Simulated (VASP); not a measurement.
# MnS (P6_3mc) in VASP: notebook

MnS is run at these levels: PBE+U; tasks: single point.

Program: VASP 6.6.1. These are calculated values, not measurements. Logs are shortened: lines on timing, memory, paths and dates and some standing lists are left out, and cuts for length are marked.

## (1) The cell of the first run

The structure is hexagonal, space group P6_3mc (No. 186). Conventional cell: a = 3.996 Å, b = 3.996 Å, c = 6.446 Å, α = 90.00°, β = 90.00°, γ = 120.00°. Mn (site symmetry 3m) has 4 S at 2.42 to 2.44 Å within 3.2 Å. Within 3.2 Å of S (site symmetry 3m) lie 4 Mn at 2.42 to 2.44 Å.

## (2) Single point, PBE+U, collinear spin, ferromagnetic start

Input file INCAR:

```
PREC = Accurate ; ENCUT = 520
EDIFF = 1E-6 ; ISMEAR = -1
SIGMA = 0.05 ; LREAL = False
LASPH = True ; NELM = 150
ALGO = Normal ; ISIF = 2
LWAVE = False ; LCHARG = False
ISPIN = 2 ; MAGMOM = 4.5 4.5 0 0
LORBIT = 11 ; LMAXMIX = 4
LDAU = True ; LDAUTYPE = 2
LDAUL = 2 -1 ; LDAUU = 3.9 0
LDAUJ = 0 0 ; LDAUPRINT = 1
GGA = PE ; NBANDS = 31
```

Input file KPOINTS:

```
Automatic mesh
0
Gamma
  7 7 4
```

Input file POSCAR:

```
MnS
1.0
    3.9960010800      0.0000000000      0.0000000000
   -1.9980005400      3.4606384500      0.0000000000
    0.0000000000      0.0000000000      6.4460000000
Mn S
2 2
Direct
    0.3333333300      0.6666666700      0.0000000000
    0.6666666700      0.3333333300      0.5000000000
    0.3333333300      0.6666666700      0.3750000000
    0.6666666700      0.3333333300      0.8750000000
```

Potentials or basis: VASP PAW PBE potentials, release 64 (Mn_pv, S).

On the command line:

```
$ cat potpaw_PBE.64/Mn_pv/POTCAR potpaw_PBE.64/S/POTCAR > POTCAR
$ mpirun -np 1 vasp_std > vasp.out
```

OUTCAR:

```text
PREC = Accurate
   ENCUT = 520
   EDIFF = 1E-6
   ISMEAR = -1
   LREAL = False
   LASPH = True
   NELM = 150
   ISIF = 2
   ISPIN = 2
   LORBIT = 11
   GGA = PE

 ion  position               nearest neighbor table
   1  0.333  0.667  0.000-   3 2.42   4 2.44   4 2.44   4 2.44
   2  0.667  0.333  0.500-   4 2.42   3 2.44   3 2.44   3 2.44
   3  0.333  0.667  0.375-   1 2.42   2 2.44   2 2.44   2 2.44
   4  0.667  0.333  0.875-   2 2.42   1 2.44   1 2.44   1 2.44

  LATTYP: Found a hexagonal cell.
 ALAT       =     3.9960010800
 C/A-ratio  =     1.6131126771

  Lattice vectors:

 A1 = (   3.9960010800,   0.0000000000,   0.0000000000)
 A2 = (  -1.9980005400,   3.4606384500,   0.0000000000)
 A3 = (   0.0000000000,   0.0000000000,   6.4460000000)

Analysis of symmetry for initial positions (statically):
=====================================================================
 Subroutine PRICEL returns:
 Original cell was already a primitive cell.

 Routine SETGRP: Setting up the symmetry group for a
 hexagonal supercell.

 Subroutine GETGRP returns: Found 12 space group operations
 (whereof  6 operations were pure point group operations)
 out of a pool of 24 trial point group operations.

The static configuration has the point symmetry C_3v.
 The point group associated with its full space group is C_6v.

Analysis of symmetry for dynamics (positions and initial velocities):
=====================================================================
 Subroutine PRICEL returns:
 Original cell was already a primitive cell.

 Routine SETGRP: Setting up the symmetry group for a
 hexagonal supercell.

 Subroutine GETGRP returns: Found 12 space group operations
 (whereof  6 operations were pure point group operations)
 out of a pool of 24 trial point group operations.

The dynamic configuration has the point symmetry C_3v.
 The point group associated with its full space group is C_6v.

Analysis of structural, dynamic, and magnetic symmetry:
=====================================================================
 Subroutine PRICEL returns:
 Original cell was already a primitive cell.

 Routine SETGRP: Setting up the symmetry group for a
 hexagonal supercell.

 Subroutine GETGRP returns: Found 12 space group operations
 (whereof  6 operations were pure point group operations)
 out of a pool of 24 trial point group operations.

The overall configuration has the point symmetry C_3v.
 The point group associated with its full space group is C_6v.

 Subroutine INISYM returns: Found 12 space group operations
 (whereof  6 operations are pure point group operations),
 and found     1 'primitive' translations

----------------------------------------------------------------------------------------

                                     Primitive cell

  volume of cell :      89.1399

  direct lattice vectors                    reciprocal lattice vectors
     3.996001080  0.000000000  0.000000000     0.250250183  0.144482010  0.000000000
    -1.998000540  3.460638450  0.000000000     0.000000000  0.288964020  0.000000000
     0.000000000  0.000000000  6.446000000     0.000000000  0.000000000  0.155134967

  length of vectors
     3.996001080  3.996001081  6.446000000     0.288964021  0.288964020  0.155134967

  position of ions in fractional coordinates (direct lattice)
     0.333333330  0.666666670  0.000000000
     0.666666670  0.333333330  0.500000000
     0.333333330  0.666666670  0.375000000
     0.666666670  0.333333330  0.875000000

  ion indices of the primitive-cell ions
[... 145 lines left out ...]
  o =  0.0567  v =  0.0000  0.0000  0.0000  0.0000  0.0000  0.0000 -0.5759  0.0000  0.0000 -0.8176      0.0000  0.0000  0.0000  0.0000  0.0000  0.0000  0.0000  0.0000  0.0000  0.0000
  o =  0.0609  v =  0.0000  0.0000  0.0000  0.0000  0.0000  0.0000 -0.0000 -1.0000  0.0000 -0.0000      0.0000  0.0000  0.0000  0.0000  0.0000  0.0000  0.0000  0.0000  0.0000  0.0000
  o =  0.9335  v = -0.5567  0.0000 -0.0000  0.8307  0.0000  0.0000  0.0000  0.0000  0.0000  0.0000      0.0000  0.0000  0.0000  0.0000  0.0000  0.0000  0.0000  0.0000  0.0000  0.0000
  o =  0.9335  v =  0.0000  0.8307  0.0000  0.0000 -0.5567  0.0000  0.0000  0.0000  0.0000  0.0000      0.0000  0.0000  0.0000  0.0000  0.0000  0.0000  0.0000  0.0000  0.0000  0.0000
  o =  0.9394  v = -0.8307 -0.0000  0.0000 -0.5567 -0.0000  0.0000  0.0000  0.0000  0.0000  0.0000      0.0000  0.0000  0.0000  0.0000  0.0000  0.0000  0.0000  0.0000  0.0000  0.0000
  o =  0.9394  v =  0.0000  0.5567 -0.0000 -0.0000  0.8307  0.0000  0.0000  0.0000  0.0000  0.0000      0.0000  0.0000  0.0000  0.0000  0.0000  0.0000  0.0000  0.0000  0.0000  0.0000
  o =  0.9401  v =  0.0000 -0.0000 -1.0000 -0.0000 -0.0000  0.0000  0.0000  0.0000  0.0000  0.0000      0.0000  0.0000  0.0000  0.0000  0.0000  0.0000  0.0000  0.0000  0.0000  0.0000

atom =   2  type =  1  l = 2

 onsite density matrix

spin component  1

  0.9376 -0.0000  0.0000 -0.0027  0.0000
 -0.0000  0.9353 -0.0000 -0.0000 -0.0027
  0.0000 -0.0000  0.9401 -0.0000  0.0000
 -0.0027 -0.0000 -0.0000  0.9353 -0.0000
  0.0000 -0.0027  0.0000 -0.0000  0.9376

spin component  2

  0.0433  0.0000 -0.0000 -0.0190 -0.0000
  0.0000  0.0297 -0.0000 -0.0000 -0.0190
 -0.0000 -0.0000  0.0609 -0.0000  0.0000
 -0.0190 -0.0000 -0.0000  0.0297  0.0000
 -0.0000 -0.0190  0.0000  0.0000  0.0433

 occupancies and eigenvectors

  o =  0.0163  v =  0.0000  0.0000  0.0000  0.0000  0.0000  0.5759  0.0000 -0.0000  0.8176  0.0000      0.0000  0.0000  0.0000  0.0000  0.0000  0.0000  0.0000  0.0000  0.0000  0.0000
  o =  0.0163  v =  0.0000  0.0000  0.0000  0.0000  0.0000 -0.0000  0.8176 -0.0000 -0.0000  0.5759      0.0000  0.0000  0.0000  0.0000  0.0000  0.0000  0.0000  0.0000  0.0000  0.0000
  o =  0.0567  v =  0.0000  0.0000  0.0000  0.0000  0.0000  0.8176 -0.0000 -0.0000 -0.5759  0.0000      0.0000  0.0000  0.0000  0.0000  0.0000  0.0000  0.0000  0.0000  0.0000  0.0000
  o =  0.0567  v =  0.0000  0.0000  0.0000  0.0000  0.0000  0.0000  0.5759  0.0000 -0.0000 -0.8176      0.0000  0.0000  0.0000  0.0000  0.0000  0.0000  0.0000  0.0000  0.0000  0.0000
  o =  0.0609  v =  0.0000  0.0000  0.0000  0.0000  0.0000  0.0000  0.0000 -1.0000 -0.0000 -0.0000      0.0000  0.0000  0.0000  0.0000  0.0000  0.0000  0.0000  0.0000  0.0000  0.0000
  o =  0.9335  v =  0.5567  0.0000 -0.0000  0.8307 -0.0000  0.0000  0.0000  0.0000  0.0000  0.0000      0.0000  0.0000  0.0000  0.0000  0.0000  0.0000  0.0000  0.0000  0.0000  0.0000
  o =  0.9335  v =  0.0000  0.8307 -0.0000  0.0000  0.5567  0.0000  0.0000  0.0000  0.0000  0.0000      0.0000  0.0000  0.0000  0.0000  0.0000  0.0000  0.0000  0.0000  0.0000  0.0000
  o =  0.9394  v = -0.8307  0.0000 -0.0000  0.5567 -0.0000  0.0000  0.0000  0.0000  0.0000  0.0000      0.0000  0.0000  0.0000  0.0000  0.0000  0.0000  0.0000  0.0000  0.0000  0.0000
  o =  0.9394  v =  0.0000  0.5567  0.0000 -0.0000 -0.8307  0.0000  0.0000  0.0000  0.0000  0.0000      0.0000  0.0000  0.0000  0.0000  0.0000  0.0000  0.0000  0.0000  0.0000  0.0000
  o =  0.9401  v =  0.0000 -0.0000  1.0000  0.0000  0.0000  0.0000  0.0000  0.0000  0.0000  0.0000      0.0000  0.0000  0.0000  0.0000  0.0000  0.0000  0.0000  0.0000  0.0000  0.0000

 number of electron      37.9999996 magnetization       9.9999261

 Free energy of the ion-electron system (eV)
  ---------------------------------------------------
  ext. energy  EPLUGINS =         0.00000000
  ---------------------------------------------------
  free energy    TOTEN  =       -25.95118342 eV

  energy without entropy =      -25.95118341  energy(sigma->0) =      -25.95118342

 E-fermi :   4.7797     XC(G=0):  -9.2106

 val. band max:        4.0430388553   @ k =   0.0000   0.0000   0.0000
 cond. band min:       5.4853658551   @ k =   0.0000   0.0000   0.0000
 fundamental gap:      1.4423269998
 Fermi energy:         4.7796806690

 spin component 1

 k-point     1 :       0.0000    0.0000    0.0000
  band No.  band energies     occupation
      1     -46.4970      1.00000
      2     -46.4970      1.00000
      3     -46.4964      1.00000
      4     -46.4964      1.00000
      5     -46.4949      1.00000
      6     -46.4917      1.00000
[... 805 lines left out ...]
     30      10.5903      0.00000
     31      12.3204      0.00000
 Fermi energy:         4.7796806690

 spin component 2

 k-point     1 :       0.0000    0.0000    0.0000
  band No.  band energies     occupation
      1     -41.6453      1.00000
      2     -41.6431      1.00000
      3     -41.6431      1.00000
      4     -41.6424      1.00000
      5     -41.6424      1.00000
      6     -41.6406      1.00000
[... 805 lines left out ...]
     30      11.7968      0.00000
     31      13.5008      0.00000

------------------------ aborting loop because EDIFF is reached ----------------------------------------

  FORCE on cell =-STRESS in cart. coord.  units (eV):
  Direction    XX          YY          ZZ          XY          YZ          ZX
  --------------------------------------------------------------------------------------
  -------------------------------------------------------------------------------------
  Total        2.0670310      2.0670310      2.6484587      0.0000000      0.0000000      0.0000000
  in kB       37.1522778     37.1522779     47.6027078      0.0000000      0.0000000      0.0000000
  external PRESSURE =      40.6357545 kB  Pullay stress =       0.0000000 kB

 VOLUME and BASIS-vectors are now :
 -----------------------------------------------------------------------------
  energy-cutoff  :      520.00
  volume of cell :       89.14
      direct lattice vectors                 reciprocal lattice vectors
     3.996001080  0.000000000  0.000000000     0.250250183  0.144482010  0.000000000
    -1.998000540  3.460638450  0.000000000     0.000000000  0.288964020  0.000000000
     0.000000000  0.000000000  6.446000000     0.000000000  0.000000000  0.155134967

 POSITION                                       TOTAL-FORCE (eV/Angst)
 -----------------------------------------------------------------------------------
     -0.00000      2.30709      0.00000         0.000000     -0.000000     -0.160129
      1.99800      1.15355      3.22300        -0.000000      0.000000     -0.160129
     -0.00000      2.30709      2.41725         0.000000      0.000000      0.160129
      1.99800      1.15355      5.64025        -0.000000     -0.000000      0.160129
 -----------------------------------------------------------------------------------
    total drift:                               -0.000021      0.000011     -0.000215

  FREE ENERGIE OF THE ION-ELECTRON SYSTEM (eV)
  ---------------------------------------------------
  free  energy   TOTEN  =       -25.9511834205 eV

  energy  without entropy=      -25.9511834109  energy(sigma->0) =      -25.95118342

 total charge

# of ion       s       p       d       tot
------------------------------------------
    1        0.261   6.212   4.875  11.348
    2        0.261   6.212   4.875  11.348
    3        1.312   2.485   0.000   3.797
    4        1.312   2.485   0.000   3.797
--------------------------------------------------
tot          3.147  17.394   9.750  30.291

 magnetization (x)

# of ion       s       p       d       tot
------------------------------------------
    1        0.047   0.060   4.469   4.575
    2        0.047   0.060   4.469   4.575
    3        0.007   0.023   0.000   0.029
    4        0.007   0.023   0.000   0.029
--------------------------------------------------
tot          0.108   0.164   8.937   9.210
```

Run time: 71 s. Hardware: 1 thread of Intel Xeon 6975P-C (Granite Rapids), shared host; peak memory 0.28 GiB.

What came out:

```yaml
Free_energy: -25.9512 eV
Pressure: 4.1 GPa
Largest_force: 0.160 eV/Å
Band_gap_on_the_k_mesh: 1.44 eV
Net_moment: 10.00 μB per cell
Site_moments: Mn +4.58; S +0.03 μB
Valence_electrons_inside_the_program's_atomic_spheres: Mn 11.35; S 3.80
```

Forces in eV/Å, atoms in the order of the input:
```
Mn   0.000  0.000 -0.160
Mn   0.000  0.000 -0.160
S    0.000  0.000  0.160
S    0.000  0.000  0.160
```

Levels at points of the mesh, in eV from the valence-band top:
Spin up:
```tsv
k point	band 21	band 22	band 23	band 24	band 25	band 26	band 27	band 28
(0.00, 0.00, 0.00)	-0.95	-0.05	0.00	0.00	1.44	3.02	6.10	6.10
(0.00, 0.00, 0.50)	-0.49	-0.49	-0.49	-0.49	3.04	3.04	6.03	6.03
```
Spin down:
| k point | band 12 | band 13 | band 14 | band 15 | band 16 | band 17 |
| --- | --- | --- | --- | --- | --- | --- |
| (0.00, 0.00, 0.00) | -2.44 | -2.44 | -2.43 | 2.36 | 2.47 | 2.47 |
| (0.00, 0.00, 0.50) | -2.50 | -2.50 | -2.50 | 2.87 | 2.87 | 2.87 |

Eigenvalues of the final occupation matrices:
```csv
site,spin,trace,eigenvalues
site 1 d,1,4.69,0.93 0.93 0.94 0.94 0.94
site 1 d,2,0.21,0.02 0.02 0.06 0.06 0.06
site 2 d,1,4.69,0.93 0.93 0.94 0.94 0.94
site 2 d,2,0.21,0.02 0.02 0.06 0.06 0.06
```

Caveat: the cell stands under pressure; the run started ferromagnetic, and an antiferromagnetic order may lie lower in energy. A k mesh can miss the band edges.

## (3) Single point, PBE+U, collinear spin, antiferromagnetic start

Input file INCAR:

```
PREC     = Accurate       # precision mode
ENCUT    = 520            # plane-wave cutoff, eV
EDIFF    = 1E-7           # SCF threshold, eV
ISMEAR   = -1             # smearing method
SIGMA    = 0.05           # smearing width, eV
LREAL    = F              # projectors in reciprocal space
LASPH    = T              # aspherical terms in the spheres
NELM     = 150            # most SCF steps
ALGO     = Normal         # electronic algorithm
ISIF     = 2              # what is computed and relaxed
LWAVE    = F              # write WAVECAR
LCHARG   = T              # write CHGCAR
ISPIN    = 2              # spin polarisation
MAGMOM   = 4.5 -4.5 0 0   # initial moments
LORBIT   = 11             # projections on sites
LMAXMIX  = 4              # l up to which the mixer works
LDAU     = T              # DFT+U
LDAUTYPE = 2            
LDAUL    = 2 -1           # shell
LDAUU    = 3.9 0          # U, eV
LDAUJ    = 0 0          
LDAUPRINT= 1            
GGA      = PE             # functional
LELF     = T              # ELF
LVHAR    = T            
NBANDS   = 31             # bands
ISYM     = 0
```

Input file KPOINTS:

```
regular mesh
0
Gamma
  7 7 4
```

POSCAR is that of step 2.

Potentials or basis: VASP PAW PBE potentials, release 64 (Mn_pv, S).

On the command line:

```
$ cat potpaw_PBE.64/Mn_pv/POTCAR potpaw_PBE.64/S/POTCAR > POTCAR
$ mpirun -np 1 vasp_std > vasp.out
```

Wall time 5.2 min (1 thread of Intel Xeon 6975P-C (Granite Rapids), shared host); peak memory 0.49 GiB.

The run converged. Its results:

| Item | Value |
| --- | --- |
| Free energy | -26.0838 eV |
| Pressure | 2.8 GPa |
| Largest force | 0.025 eV/Å |
| Band gap on the k mesh | 2.34 eV |
| Net moment | 0.00 μB per cell |
| Site moments | Mn +4.51, -4.51; S -0.01, +0.01 μB |
| Valence electrons inside the program's atomic spheres | Mn 11.35; S 3.79 |

Forces in eV/Å, atoms in the order of the input:
```
Mn   0.000  0.000 -0.025
Mn   0.000  0.000 -0.025
S    0.000  0.000  0.025
S    0.000  0.000  0.025
```

Stress tensor (GPa, compression positive):
```
2.92 0.00 0.00
0.00 2.92 0.00
0.00 0.00 2.59
```

Levels at points of the mesh, in eV from the valence-band top:
Spin up:
```csv
k point,band 15,band 16,band 17,band 18,band 19,band 20,band 21,band 22,band 23,band 24
"(0.00, 0.00, 0.00)",-1.90,-1.90,-0.65,0.00,0.00,2.34,3.44,3.44,3.77,4.83
"(0.00, 0.00, 0.50)",-1.85,-1.85,-1.38,-0.02,-0.02,3.53,3.53,3.61,3.90,4.58
```
Spin down:
```
           k point  band 16  band 17  band 18  band 19  band 20  band 21  band 22  band 23
(0.00, 0.00, 0.00)    -1.90    -0.65     0.00     0.00     2.34     3.44     3.44     3.77
(0.00, 0.00, 0.50)    -1.85    -1.38    -0.02    -0.02     3.53     3.53     3.61     3.90
```

Eigenvalues of the final occupation matrices:
| site | spin | trace | eigenvalues |
| --- | --- | --- | --- |
| site 1 d | 1 | 4.67 | 0.93 0.93 0.93 0.94 0.94 |
| site 1 d | 2 | 0.23 | 0.02 0.02 0.06 0.06 0.07 |
| site 2 d | 1 | 0.23 | 0.02 0.02 0.06 0.06 0.07 |
| site 2 d | 2 | 4.67 | 0.93 0.93 0.93 0.94 0.94 |

Caveat: the antiferromagnetic order is the one typed at the start, and another may lie lower. The state reached can hang on the start; a lower one may exist.
